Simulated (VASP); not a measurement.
The system is CoO.

```xyz
2
Lattice="0.0000 2.1315 2.1315 2.1315 0.0000 2.1315 2.1315 2.1315 0.0000" Properties=species:S:1:pos:R:3 pbc="T T T"
Co    0.0000    0.0000    0.0000
O     2.1315    2.1315    2.1315
```

| Property | Result |
| --- | --- |
| Program | VASP 6.6.1 |
| Task | relaxation of cell and atoms |
| Functional | RPBE |
| Potentials or basis | VASP PAW PBE potentials, release 64 (Co, O) |
| Cutoff | 600 eV |
| k mesh | 11 × 11 × 11 |
| Occupations | fermi-dirac, width 0.05 eV |
| Spin | collinear spin, ferromagnetic start |
| Starting moments | [2.0, 0.0] μB |

At the start: pressure 3.5 GPa; volume 9.68 Å³/atom.

Q: How do energy, volume and symmetry change on relaxing?

A: Over 3 steps the energy falls by 2.3 meV/atom and the volume is 9.89 Å³/atom (+2.2 %); space group Fm-3m (No. 225, to 0.05 Å); moment 2.96 μB per cell.

The path:
| step | energy change (eV) | largest force (eV/Å) | pressure (GPa) | volume (Å³) |
| --- | --- | --- | --- | --- |
| 1 | 0.0000 | 0.0000 | 3.53 | 19.37 |
| 2 | -0.0037 | 0.0000 | -1.47 | 19.97 |
| 3 | -0.0045 | 0.0000 | 0.01 | 19.79 |

Final structure:
```
Co O
1.0
     0.00000    2.14670    2.14670
     2.14670    0.00000    2.14670
     2.14670    2.14670    0.00000
Co O
1 1
Direct
  0.00000 0.00000 0.00000
  0.50000 0.50000 0.50000
```

Caveat: the PAW data sets were made with another functional, which shifts forces and pressure a little; a cell with one magnetic atom can't hold antiferromagnetic order, which such compounds often take.
